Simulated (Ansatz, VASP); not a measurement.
# One calculation of Au, two programs

```
Au
1.0
     0.00000    2.04000    2.04000
     2.04000    0.00000    2.04000
     2.04000    2.04000    0.00000
Au
1
Cartesian
  0.0000 0.0000 0.0000
```

Alike in both runs: task relaxation of cell and atoms; functional PBE; k mesh 23 × 23 × 23; no spin polarisation.

|  | VASP | Ansatz |
| --- | --- | --- |
| version | VASP 6.6.1 | Ansatz 0.2.0 |
| potentials or method | VASP PAW PBE potentials, release 64 (Au) | plane-wave PAW, scalar-relativistic |
| plane-wave cutoff (eV) | 600 | 420 |
| occupations | methfessel-paxton of order 1, width 0.1 eV | cold, width 0.1 eV |
| valence electrons in the cell | 11 | 19 |

VASP gave:

- relaxed volume (Å³/atom): 17.94
- relaxed cell length with the largest relative difference (Å): 2.938

Estimate Ansatz's values.

relaxed volume (Å³/atom): 17.96; relaxed cell length with the largest relative difference (Å): 2.939.

VASP's potentials hold 11 valence electrons a cell and Ansatz's 19, so a difference there can come from the potentials and not from the codes.

Spin-orbit coupling is off throughout.
